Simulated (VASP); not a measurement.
# Sn (Im-3m) in VASP: further runs

Sn is run at these levels: LDA; tasks: single point.

All numbers are computed with VASP 6.6.1; they aren't measurements. Logs are shortened: lines on timing, memory, paths and dates and some standing lists are left out, and cuts for length are marked.

### 1 The cell of the first run

The structure is cubic, space group Im-3m (No. 229). The conventional cell has a = 3.368 Å, b = 3.368 Å, c = 3.368 Å, α = 90.00°, β = 90.00°, γ = 90.00°. Within 3.8 Å of Sn (site symmetry m-3m) lie 14 Sn at 2.92 to 3.37 Å.

### 2 Single point, LDA (volume scaled by 0.75)

Contents of INCAR:

```
SYSTEM = Sn
ALGO = Normal
EDIFF = 1E-6
ENCUT = 520
ISIF = 2
ISMEAR = -1
LASPH = .True.
LCHARG = .True.
LELF = .True.
LREAL = .False.
LVHAR = .True.
LWAVE = .False.
NBANDS = 13
NELM = 100
PREC = Accurate
SIGMA = 0.08
```

Contents of KPOINTS:

```
k-points
0
Gamma
  14 14 14
  0 0 0
```

Contents of POSCAR:

```
Sn
1.0
   -1.6838738375      1.6838738375      1.6838738375
    1.6838738375     -1.6838738375      1.6838738375
    1.6838738375      1.6838738375     -1.6838738375
Sn
1
Direct
    0.0000000000      0.0000000000      0.0000000000
```

Potentials or basis: VASP PAW LDA potentials, release 64 (Sn_d).

On the command line:

```console
cat potpaw_LDA.64/Sn_d/POTCAR > POTCAR
mpirun -np 1 vasp_std > vasp.out
```

OUTCAR:

```text
SYSTEM = Sn
   EDIFF = 1E-6
   ENCUT = 520
   ISIF = 2
   ISMEAR = -1
   LASPH = .True.
   LREAL = .False.
   NELM = 100
   PREC = Accurate

 ion  position               nearest neighbor table
   1  0.000  0.000  0.000-

  LATTYP: Found a body centered cubic cell.
 ALAT       =     3.3677476750

  Lattice vectors:

 A1 = (  -1.6838738375,   1.6838738375,   1.6838738375)
 A2 = (   1.6838738375,  -1.6838738375,   1.6838738375)
 A3 = (   1.6838738375,   1.6838738375,  -1.6838738375)

Analysis of symmetry for initial positions (statically):
=====================================================================
 Subroutine PRICEL returns:
 Original cell was already a primitive cell.

 Routine SETGRP: Setting up the symmetry group for a
 body centered cubic supercell.

 Subroutine GETGRP returns: Found 48 space group operations
 (whereof 48 operations were pure point group operations)
 out of a pool of 48 trial point group operations.

The static configuration has the point symmetry O_h .

Analysis of symmetry for dynamics (positions and initial velocities):
=====================================================================
 Subroutine PRICEL returns:
 Original cell was already a primitive cell.

 Routine SETGRP: Setting up the symmetry group for a
 body centered cubic supercell.

 Subroutine GETGRP returns: Found 48 space group operations
 (whereof 48 operations were pure point group operations)
 out of a pool of 48 trial point group operations.

The dynamic configuration has the point symmetry O_h .

 Subroutine INISYM returns: Found 48 space group operations
 (whereof 48 operations are pure point group operations),
 and found     1 'primitive' translations

----------------------------------------------------------------------------------------

                                     Primitive cell

  volume of cell :      19.0980

  direct lattice vectors                    reciprocal lattice vectors
    -1.683873837  1.683873837  1.683873837     0.000000000  0.296934360  0.296934360
     1.683873837 -1.683873837  1.683873837     0.296934360  0.000000000  0.296934360
     1.683873837  1.683873837 -1.683873837     0.296934360  0.296934360  0.000000000

  length of vectors
     2.916555040  2.916555040  2.916555040     0.419928599  0.419928599  0.419928599

  position of ions in fractional coordinates (direct lattice)
     0.000000000  0.000000000  0.000000000

  ion indices of the primitive-cell ions
   primitive index   ion index
                 1           1

----------------------------------------------------------------------------------------

 KPOINTS: k-points

Automatic generation of k-mesh.
 Grid dimensions read from file:
 generate k-points for:   14   14   14

 Generating k-lattice:

  Cartesian coordinates                     Fractional coordinates (reciprocal lattice)
     0.000000000  0.021209597  0.021209597     0.071428571  0.000000000  0.000000000
     0.021209597  0.000000000  0.021209597     0.000000000  0.071428571  0.000000000
     0.021209597  0.021209597  0.000000000     0.000000000  0.000000000  0.071428571

  Length of vectors
     0.029994900  0.029994900  0.029994900

  Shift w.r.t. Gamma in fractional coordinates (k-lattice)
     0.000000000  0.000000000  0.000000000

 Subroutine IBZKPT returns following result:
 ===========================================

 Found    104 irreducible k-points:

 Following reciprocal coordinates:
            Coordinates               Weight
  0.000000  0.000000  0.000000      1.000000
  0.071429  0.000000  0.000000     12.000000
  0.142857  0.000000  0.000000     12.000000
  0.214286  0.000000  0.000000     12.000000
  0.285714  0.000000  0.000000     12.000000
  0.357143  0.000000  0.000000     12.000000
[... 16 lines left out ...]
  0.285714  0.285714  0.000000     24.000000
  0.357143  0.285714  0.000000     24.000000
 [... further k-points ...]
   k-points           NKPTS =    104   k-points in BZ     NKDIM =    104   number of bands    NBANDS=     13
   number of dos      NEDOS =    301   number of ions     NIONS =      1
   total plane-waves  NPLWV =  13824
   dimension x,y,z NGX =    24 NGY =   24 NGZ =   24
   dimension x,y,z NGXF=    48 NGYF=   48 NGZF=   48
   ions per type =               1
   NGX,Y,Z   is equivalent  to a cutoff of  13.68, 13.68, 13.68 a.u.
   NGXF,Y,Z  is equivalent  to a cutoff of  27.36, 27.36, 27.36 a.u.
 SYSTEM =  Sn
   PREC   = accura    normal or accurate (medium, high low for compatibility)
   ISTART =      0    job   : 0-new  1-cont  2-samecut
   ICHARG =      2    charge: 1-file 2-atom 10-const
   ISPIN  =      1    spin polarized calculation?
   LNONCOLLINEAR =      F non collinear calculations
   LSORBIT =      F    spin-orbit coupling
   LASPH  =      T    aspherical Exc in radial PAW
   ENCUT  =  520.0 eV  38.22 Ry    6.18 a.u.   5.42  5.42  5.42*2*pi/ulx,y,z
   NELM   =    100;   NELMIN=  2; NELMDL= -5     # of ELM steps
   EDIFF  = 0.1E-05   stopping-criterion for ELM
   LREAL  =      F    real-space projection
   EDIFFG = 0.1E-04   stopping-criterion for IOM
   NSW    =      0    number of steps for IOM
   IBRION =     -1    ionic relax: 0-MD 1-quasi-New 2-CG
   NFREE  =      0    steps in history (QN), initial steepest desc. (CG)
   ISIF   =      2    stress and relaxation
   ISYM   =      2    0-nonsym 1-usesym 2-fastsym
   POTIM  = 0.5000    time-step for ionic-motion
   TEBEG  =    0.0;   TEEND  =   0.0 temperature during run
   PSTRESS=    0.0 pullay stress
   NELECT =      14.0000    total number of electrons
   NUPDOWN=      -1.0000    fix difference up-down
   EMIN   =  10.00;   EMAX   =-10.00  energy-range for DOS
   EFERMI =   0.00;   METHOD = LEGACY
   ISMEAR =    -1;   SIGMA  =   0.08  broadening in eV -4-tet -1-fermi 0-gaus
   EFERMI_NEDOS =   21; number of points for ismear=-14 and -15
   IALGO  =     38    algorithm
   IMIX   =      4    mixing-type and parameters
     AMIX     =   0.40;   BMIX     =  1.00
     AMIX_MAG =   1.60;   BMIX_MAG =  1.00
  volume/ion in A,a.u.               =      19.10       128.88
  Fermi-wavevector in a.u.,A,eV,Ry     =   1.476119  2.789460 29.646096  2.178927
  Thomas-Fermi vector in A             =   2.590685
   LORBIT       =      0    0 simple, 1 ext, 2 COOP (PROOUT), +10 PAW based schemes
   GGA     = CA    functional components
   LHFCALC =     F    Hartree Fock is set to
   AEXX    =    0.0000 exact exchange contribution
   IVDW    =     0    specifies the selected vdW correction
   LEPSILON=     F    determine dielectric tensor
   LRPA    =     F    only Hartree local field effects (RPA)
 non-spin polarized calculation
  energy-cutoff  :      520.00
  volume of cell :       19.10
 maximum number of plane-waves:       537
 NGX is ok and might be reduce to    24
   NGX = 11   NGY = 11   NGZ = 11

 number of electron      13.9999999 magnetization

 Free energy of the ion-electron system (eV)
  ---------------------------------------------------
  ext. energy  EPLUGINS =         0.00000000
  ---------------------------------------------------
  free energy    TOTEN  =        -3.92796887 eV

  energy without entropy =       -3.91829102  energy(sigma->0) =       -3.92312994

 E-fermi :  12.9243     XC(G=0): -12.3757

 val. band max:       12.9122147401   @ k =   0.2857   0.2143   0.0000
 cond. band min:      12.9940861035   @ k =   0.2143   0.2143   0.0714
 fundamental gap:      0.0818713634
 Fermi energy:        12.9243388920

 k-point     1 :       0.0000    0.0000    0.0000
  band No.  band energies     occupation
      1      -8.9980      2.00000
      2      -8.9980      2.00000
      3      -8.9980      2.00000
      4      -8.6123      2.00000
      5      -8.6123      2.00000
      6      -1.2616      2.00000
      7      24.6358      0.00000
      8      24.6358      0.00000
      9      24.6358      0.00000
     10      25.6210      0.00000
     11      25.6210      0.00000
     12      25.6210      0.00000
     13      28.8324      0.00000

 k-point     2 :       0.0714    0.0000    0.0000
  band No.  band energies     occupation
      1      -9.0055      2.00000
      2      -8.9904      2.00000
      3      -8.9686      2.00000
      4      -8.6204      2.00000
      5      -8.6127      2.00000
      6      -1.1134      2.00000
      7      22.9610      0.00000
      8      23.8295      0.00000
      9      24.1510      0.00000
     10      25.1084      0.00000
     11      25.2622      0.00000
     12      25.6000      0.00000
     13      29.3048      0.00000

 k-point     3 :       0.1429    0.0000    0.0000
  band No.  band energies     occupation
      1      -9.0263      2.00000
      2      -8.9730      2.00000
      3      -8.8854      2.00000
      4      -8.6407      2.00000
      5      -8.6137      2.00000
      6      -0.6657      2.00000
      7      19.8909      0.00000
      8      22.3344      0.00000
      9      22.9814      0.00000
     10      24.5844      0.00000
     11      24.6098      0.00000
     12      26.0221      0.00000
     13      29.7439      0.00000
[... 305 lines left out ...]
 k-point    23 :       0.2857    0.2857    0.0000
  band No.  band energies     occupation
      1      -9.0744      2.00000
      2      -8.8536      2.00000
      3      -8.7097      2.00000
      4      -8.6290      2.00000
      5      -8.5199      2.00000
      6       5.9770      2.00000
      7       9.7637      2.00000
      8      10.8640      2.00000
      9      18.1571      0.00000
     10      26.1101      0.00000
     11      26.8904      0.00000
     12      29.8431      0.00000
     13      33.2679      0.00000

 k-point    24 :       0.3571    0.2857    0.0000
  band No.  band energies     occupation
      1      -9.0731      2.00000
      2      -8.8211      2.00000
      3      -8.7355      2.00000
      4      -8.6037      2.00000
      5      -8.5425      2.00000
      6       7.3958      2.00000
      7       8.4796      2.00000
      8      10.3147      2.00000
      9      18.0406      0.00000
     10      26.2924      0.00000
     11      27.5806      0.00000
     12      28.6982      0.00000
     13      33.2225      0.00000

 [... further k-points ...]
[... 5 lines left out ...]
  --------------------------------------------------------------------------------------
  -------------------------------------------------------------------------------------
  Total        4.1330857      4.1330857      4.1330857      0.0000000      0.0000000      0.0000000
  in kB      346.7339422    346.7339422    346.7339422      0.0000000      0.0000000      0.0000000
  external PRESSURE =     346.7339422 kB  Pullay stress =       0.0000000 kB

 VOLUME and BASIS-vectors are now :
 -----------------------------------------------------------------------------
  energy-cutoff  :      520.00
  volume of cell :       19.10
      direct lattice vectors                 reciprocal lattice vectors
    -1.683873837  1.683873837  1.683873837     0.000000000  0.296934360  0.296934360
     1.683873837 -1.683873837  1.683873837     0.296934360  0.000000000  0.296934360
     1.683873837  1.683873837 -1.683873837     0.296934360  0.296934360  0.000000000

 POSITION                                       TOTAL-FORCE (eV/Angst)
 -----------------------------------------------------------------------------------
      0.00000      0.00000      0.00000        -0.000000      0.000000      0.000000
 -----------------------------------------------------------------------------------
    total drift:                               -0.000000     -0.000000      0.000000

  FREE ENERGIE OF THE ION-ELECTRON SYSTEM (eV)
  ---------------------------------------------------
  free  energy   TOTEN  =        -3.9279688695 eV

  energy  without entropy=       -3.9182910179  energy(sigma->0) =       -3.92312994
```

Run time: 14 s. Hardware: 1 thread of AMD EPYC 9R45 (Zen 5), shared host; peak memory 0.11 GiB.

Results:

| Item | Value |
| --- | --- |
| Free energy | -3.9280 eV |
| Pressure | 34.7 GPa |
| Band gap on the k mesh | zero (band 7 reaches 24.64 eV, above the bottom of band 8 at 9.25 eV) |

Caveat: spin-orbit coupling is left out, which moves the levels of the heavy elements.

### 3 Single point, LDA (volume scaled by 0.75)

Contents of INCAR:

```
  PREC = Accurate
  ENCUT = 520
  EDIFF = 1E-7
  ISMEAR = -1
  SIGMA = 0.08
  LREAL = False
  LASPH = True
  NELM = 60
  ALGO = Normal
  ISIF = 2
  LWAVE = False
  LCHARG = True
  GGA = CA
  LELF = True
  LVHAR = True
  NBANDS = 13
```

Contents of KPOINTS:

```
Automatic mesh
0
Gamma
  14 14 14
```

POSCAR is that of step 2.

Potentials or basis: VASP PAW LDA potentials, release 64 (Sn_d).

On the command line:

```console
cat potpaw_LDA.64/Sn_d/POTCAR > POTCAR
mpirun -np 1 vasp_std > vasp.out
```

OUTCAR:

```text
PREC = Accurate
   ENCUT = 520
   EDIFF = 1E-7
   ISMEAR = -1
   LREAL = False
   LASPH = True
   NELM = 60
   ISIF = 2
   GGA = CA

 ion  position               nearest neighbor table
   1  0.000  0.000  0.000-

  LATTYP: Found a body centered cubic cell.
 ALAT       =     3.3677476750

  Lattice vectors:

 A1 = (  -1.6838738375,   1.6838738375,   1.6838738375)
 A2 = (   1.6838738375,  -1.6838738375,   1.6838738375)
 A3 = (   1.6838738375,   1.6838738375,  -1.6838738375)

Analysis of symmetry for initial positions (statically):
=====================================================================
 Subroutine PRICEL returns:
 Original cell was already a primitive cell.

 Routine SETGRP: Setting up the symmetry group for a
 body centered cubic supercell.

 Subroutine GETGRP returns: Found 48 space group operations
 (whereof 48 operations were pure point group operations)
 out of a pool of 48 trial point group operations.

The static configuration has the point symmetry O_h .

Analysis of symmetry for dynamics (positions and initial velocities):
[... 157 lines left out ...]
 E-fermi :  12.9243     XC(G=0): -12.3757

 val. band max:       12.9122133266   @ k =   0.2857   0.2143   0.0000
 cond. band min:      12.9940848196   @ k =   0.2143   0.2143   0.0714
 fundamental gap:      0.0818714931
 Fermi energy:        12.9243372903

 k-point     1 :       0.0000    0.0000    0.0000
  band No.  band energies     occupation
      1      -8.9979      2.00000
      2      -8.9979      2.00000
      3      -8.9979      2.00000
      4      -8.6122      2.00000
      5      -8.6122      2.00000
      6      -1.2616      2.00000
      7      24.6358      0.00000
      8      24.6358      0.00000
      9      24.6358      0.00000
     10      25.6210      0.00000
     11      25.6210      0.00000
     12      25.6210      0.00000
     13      28.8324      0.00000
[... 354 lines left out ...]
  band No.  band energies     occupation
      1      -9.0731      2.00000
      2      -8.8211      2.00000
      3      -8.7355      2.00000
      4      -8.6036      2.00000
      5      -8.5425      2.00000
      6       7.3958      2.00000
      7       8.4796      2.00000
      8      10.3147      2.00000
      9      18.0406      0.00000
     10      26.2924      0.00000
     11      27.5806      0.00000
     12      28.6982      0.00000
     13      33.2225      0.00000

 [... further k-points ...]
[... 5 lines left out ...]
  --------------------------------------------------------------------------------------
  -------------------------------------------------------------------------------------
  Total        4.1330576      4.1330576      4.1330576     -0.0000000      0.0000000      0.0000000
  in kB      346.7315813    346.7315813    346.7315813     -0.0000000      0.0000000      0.0000000
  external PRESSURE =     346.7315813 kB  Pullay stress =       0.0000000 kB

 VOLUME and BASIS-vectors are now :
 -----------------------------------------------------------------------------
  energy-cutoff  :      520.00
  volume of cell :       19.10
      direct lattice vectors                 reciprocal lattice vectors
    -1.683873837  1.683873837  1.683873837     0.000000000  0.296934360  0.296934360
     1.683873837 -1.683873837  1.683873837     0.296934360  0.000000000  0.296934360
     1.683873837  1.683873837 -1.683873837     0.296934360  0.296934360  0.000000000

 POSITION                                       TOTAL-FORCE (eV/Angst)
 -----------------------------------------------------------------------------------
      0.00000      0.00000      0.00000         0.000000      0.000000      0.000000
 -----------------------------------------------------------------------------------
    total drift:                                0.000000     -0.000000      0.000000

  FREE ENERGIE OF THE ION-ELECTRON SYSTEM (eV)
  ---------------------------------------------------
  free  energy   TOTEN  =        -3.9279688920 eV

  energy  without entropy=       -3.9182910396  energy(sigma->0) =       -3.92312997
```

OSZICAR:

```text
N       E                     dE             d eps       ncg     rms          rms(c)
DAV:   1     0.795017121988E+02    0.79502E+02   -0.69256E+03  2880   0.181E+03
DAV:   2     0.995320452799E+00   -0.78506E+02   -0.75537E+02  2934   0.352E+02
DAV:   3    -0.389039651883E+01   -0.48857E+01   -0.48601E+01  3154   0.710E+01
DAV:   4    -0.397602190567E+01   -0.85625E-01   -0.85606E-01  3232   0.967E+00
DAV:   5    -0.397834611654E+01   -0.23242E-02   -0.23242E-02  3353   0.157E+00    0.267E+00
DAV:   6    -0.394460172873E+01    0.33744E-01   -0.15684E-02  3501   0.263E+00    0.146E+00
DAV:   7    -0.392868312505E+01    0.15919E-01   -0.11250E-02  4160   0.201E+00    0.131E-01
DAV:   8    -0.392796876770E+01    0.71436E-03   -0.77785E-04  3349   0.552E-01    0.251E-02
DAV:   9    -0.392796946885E+01   -0.70116E-06   -0.16849E-05  3815   0.617E-02    0.130E-02
DAV:  10    -0.392796888579E+01    0.58307E-06   -0.13998E-06  3332   0.212E-02    0.949E-04
DAV:  11    -0.392796889200E+01   -0.62082E-08   -0.21355E-08  2232   0.149E-03
   1 F= -.39279689E+01 E0= -.39231300E+01  d E =-.967785E-02
```

Wall time 15 s (1 thread of AMD EPYC 9R45 (Zen 5), shared host); peak memory 0.11 GiB.

What came out:

| Quantity | Value |
| --- | --- |
| Free energy | -3.9280 eV |
| Pressure | 34.7 GPa |
| Band gap on the k mesh | zero (band 7 reaches 24.64 eV, above the bottom of band 8 at 9.25 eV) |

Caveat: spin-orbit coupling is left out, which moves the levels of the heavy elements.
